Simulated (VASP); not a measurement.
# Sb (I4_1/amd) in VASP: single point with r2SCAN

Aim: the single point of Sb with r2SCAN.

All numbers are computed with VASP 6.6.1; they aren't measurements. Logs are shortened: lines on timing, memory, paths and dates and some standing lists are left out, and cuts for length are marked.

### 1 The cell of the first run

The structure is tetragonal, space group I4_1/amd (No. 141). Conventional cell: a = 6.048 Å, b = 6.048 Å, c = 3.181 Å, α = 90.00°, β = 90.00°, γ = 90.00°. Sb (site symmetry -4m2) has 10 Sb at 3.13 to 3.85 Å within 4.1 Å.

### 2 Single point, r2SCAN

The input, POSCAR:

```
Sb
1.0
   -3.0239593774      3.0239593774      1.5905719783
    3.0239593774     -3.0239593774      1.5905719783
    3.0239593774      3.0239593774     -1.5905719783
Sb
2
Direct
    0.0000000000      0.0000000000      0.0000000000
    0.7500000000      0.2500000000      0.5000000000
```

The input, INCAR.step1:

```
SYSTEM = Sb
ALGO     = Normal         ! electronic algorithm
EDIFF    = 1E-4           ! SCF threshold, eV
ENCUT    = 520            ! plane-wave cutoff, eV
GGA      = PE             ! functional
ISMEAR   = 0              ! smearing method
LASPH    = .TRUE.         ! aspherical terms in the spheres
LCHARG   = .FALSE.        ! write CHGCAR
LREAL    = .FALSE.        ! projectors in reciprocal space
LWAVE    = .TRUE.         ! write WAVECAR
NBANDS   = 12             ! bands
NELM     = 100            ! most SCF steps
PREC     = Accurate       ! precision mode
SIGMA    = 0.1            ! smearing width, eV
```

The input, INCAR.step2:

```
SYSTEM = Sb
ALGO     = Normal         ! electronic algorithm
EDIFF    = 1E-7           ! SCF threshold, eV
ENCUT    = 520            ! plane-wave cutoff, eV
ISIF     = 2              ! what is computed and relaxed
ISMEAR   = 0              ! smearing method
ISTART   = 1            
LASPH    = .TRUE.         ! aspherical terms in the spheres
LCHARG   = .FALSE.        ! write CHGCAR
LMIXTAU  = .TRUE.       
LREAL    = .FALSE.        ! projectors in reciprocal space
LWAVE    = .FALSE.        ! write WAVECAR
METAGGA  = R2SCAN         ! meta-GGA
NBANDS   = 12             ! bands
NELM     = 100            ! most SCF steps
PREC     = Accurate       ! precision mode
SIGMA    = 0.1            ! smearing width, eV
```

The input, KPOINTS:

```
k-points
0
G
  18 18 18
  0 0 0
```

Potentials or basis: VASP PAW PBE potentials, release 64 (Sb).

Command:

```bash
cat potpaw_PBE.64/Sb/POTCAR > POTCAR
cp INCAR.step1 INCAR
mpirun -np 1 vasp_std > vasp.out
cp INCAR.step2 INCAR
mpirun -np 1 vasp_std > vasp.out
```

OUTCAR:

```text
SYSTEM = Sb
   EDIFF = 1E-7
   ENCUT = 520
   ISIF = 2
   ISMEAR = 0
   ISTART = 1
   LASPH = .TRUE.
   LREAL = .FALSE.
   METAGGA = R2SCAN
   NELM = 100
   PREC = Accurate

 ion  position               nearest neighbor table
   1  0.000  0.000  0.000-   2 3.13   2 3.13   2 3.13   2 3.13
   2  0.750  0.250  0.500-   1 3.13   1 3.13   1 3.13   1 3.13

  LATTYP: Found a body centered tetragonal cell.
 ALAT       =     6.0479187548
 C/A-ratio  =     0.5259898629

  Lattice vectors:

 A1 = (  -3.0239593774,   3.0239593774,   1.5905719783)
 A2 = (   3.0239593774,  -3.0239593774,   1.5905719783)
 A3 = (   3.0239593774,   3.0239593774,  -1.5905719783)

Analysis of symmetry for initial positions (statically):
=====================================================================
 Subroutine PRICEL returns:
 Original cell was already a primitive cell.

 Routine SETGRP: Setting up the symmetry group for a
 body centered tetragonal supercell.

 Subroutine GETGRP returns: Found 16 space group operations
 (whereof  8 operations were pure point group operations)
 out of a pool of 16 trial point group operations.

The static configuration has the point symmetry D_2d.
 The point group associated with its full space group is D_4h.

Analysis of symmetry for dynamics (positions and initial velocities):
=====================================================================
 Subroutine PRICEL returns:
 Original cell was already a primitive cell.

 Routine SETGRP: Setting up the symmetry group for a
 body centered tetragonal supercell.

 Subroutine GETGRP returns: Found 16 space group operations
 (whereof  8 operations were pure point group operations)
 out of a pool of 16 trial point group operations.

The dynamic configuration has the point symmetry D_2d.
 The point group associated with its full space group is D_4h.

 Subroutine INISYM returns: Found 16 space group operations
 (whereof  8 operations are pure point group operations),
 and found     1 'primitive' translations

----------------------------------------------------------------------------------------

                                     Primitive cell

  volume of cell :      58.1789

  direct lattice vectors                    reciprocal lattice vectors
    -3.023959377  3.023959377  1.590571978     0.000000000  0.165346137  0.314352325
[... 94 lines left out ...]
   POTIM  = 0.5000    time-step for ionic-motion
   TEBEG  =    0.0;   TEEND  =   0.0 temperature during run
   PSTRESS=    0.0 pullay stress
   NELECT =      10.0000    total number of electrons
   NUPDOWN=      -1.0000    fix difference up-down
   EMIN   =  10.00;   EMAX   =-10.00  energy-range for DOS
   EFERMI =   0.00;   METHOD = LEGACY
   ISMEAR =     0;   SIGMA  =   0.10  broadening in eV -4-tet -1-fermi 0-gaus
   EFERMI_NEDOS =   21; number of points for ismear=-14 and -15
   IALGO  =     38    algorithm
   IMIX   =      4    mixing-type and parameters
     AMIX     =   0.40;   BMIX     =  1.00
     AMIX_MAG =   1.60;   BMIX_MAG =  1.00
  volume/ion in A,a.u.               =      29.09       196.31
  Fermi-wavevector in a.u.,A,eV,Ry     =   0.910234  1.720093 11.272782  0.828526
  Thomas-Fermi vector in A             =   2.034372
   LORBIT       =      0    0 simple, 1 ext, 2 COOP (PROOUT), +10 PAW based schemes
   METAGGA = R2SCAN    functional components
   LHFCALC =     F    Hartree Fock is set to
   AEXX    =    0.0000 exact exchange contribution
   IVDW    =     0    specifies the selected vdW correction
   LEPSILON=     F    determine dielectric tensor
   LRPA    =     F    only Hartree local field effects (RPA)
 non-spin polarized calculation
 Gauss-broadening in eV      SIGMA  =   0.10
  energy-cutoff  :      520.00
  volume of cell :       58.18
 maximum number of plane-waves:      1586
 NGX is ok and might be reduce to    36
   NGX = 17   NGY = 17   NGZ = 17

 number of electron      10.0000001 magnetization

 Free energy of the ion-electron system (eV)
  ---------------------------------------------------
  ext. energy  EPLUGINS =         0.00000000
  ---------------------------------------------------
  free energy    TOTEN  =       -51.05839802 eV

  energy without entropy =      -51.05424622  energy(sigma->0) =      -51.05632212

 E-fermi :   7.4798     XC(G=0): -10.2784

 val. band max:        7.4777105629   @ k =  -0.1667   0.4444   0.0556
 cond. band min:       7.4817411908   @ k =   0.5000   0.1667   0.0000
 fundamental gap:      0.0040306280
 Fermi energy:         7.4797821253

 k-point     1 :       0.0000    0.0000    0.0000
  band No.  band energies     occupation
      1      -5.6495      2.00000
      2       0.1636      2.00000
      3       3.7747      2.00000
      4       3.7747      2.00000
      5       9.9838      0.00000
      6      11.1306      0.00000
      7      11.1306      0.00000
      8      12.1888      0.00000
      9      12.3019      0.00000
     10      15.3983      0.00000
     11      16.1575      0.00000
     12      17.1130      0.00000
[... 331 lines left out ...]
 k-point    24 :      -0.2222    0.0556   -0.0000
  band No.  band energies     occupation
      1      -5.0161      2.00000
      2      -0.2159      2.00000
      3       3.8331      2.00000
      4       5.2410      2.00000
      5       8.4996      0.00000
      6       9.3461      0.00000
      7       9.9756      0.00000
      8      10.9823      0.00000
      9      11.3454      0.00000
     10      15.0900      0.00000
     11      15.3367      0.00000
     12      16.6355      0.00000

 [... further k-points ...]

------------------------ aborting loop because EDIFF is reached ----------------------------------------

  FORCE on cell =-STRESS in cart. coord.  units (eV):
  Direction    XX          YY          ZZ          XY          YZ          ZX
  --------------------------------------------------------------------------------------
  -------------------------------------------------------------------------------------
  Total        0.0024578      0.0024578     -0.0047902      0.0000000      0.0000000      0.0000000
  in kB        0.0676859      0.0676859     -0.1319171      0.0000000      0.0000000      0.0000000
  external PRESSURE =       0.0011516 kB  Pullay stress =       0.0000000 kB

 VOLUME and BASIS-vectors are now :
 -----------------------------------------------------------------------------
  energy-cutoff  :      520.00
  volume of cell :       58.18
      direct lattice vectors                 reciprocal lattice vectors
    -3.023959377  3.023959377  1.590571978     0.000000000  0.165346137  0.314352325
     3.023959377 -3.023959377  1.590571978     0.165346137  0.000000000  0.314352325
     3.023959377  3.023959377 -1.590571978     0.165346137  0.165346137  0.000000000

 POSITION                                       TOTAL-FORCE (eV/Angst)
 -----------------------------------------------------------------------------------
      0.00000      0.00000      0.00000         0.000000     -0.000000     -0.000000
      0.00000      3.02396      0.79529        -0.000000      0.000000      0.000000
 -----------------------------------------------------------------------------------
    total drift:                               -0.000000      0.000000      0.000000

  FREE ENERGIE OF THE ION-ELECTRON SYSTEM (eV)
  ---------------------------------------------------
  free  energy   TOTEN  =       -51.0583980201 eV

  energy  without entropy=      -51.0542462248  energy(sigma->0) =      -51.05632212
```

It took 15 min on 1 thread of Intel Xeon 8259CL, shared host; peak memory 0.43 GiB.

What came out:

- Free energy: -51.0584 eV
- Pressure: 0.0 GPa
- Band gap on the k mesh: zero (bands 5 and 6 overlap by 6.22 eV)

Caveat: the PAW data sets were made with another functional, which shifts forces and pressure a little; spin-orbit coupling is left out, which moves the levels of the heavy elements.
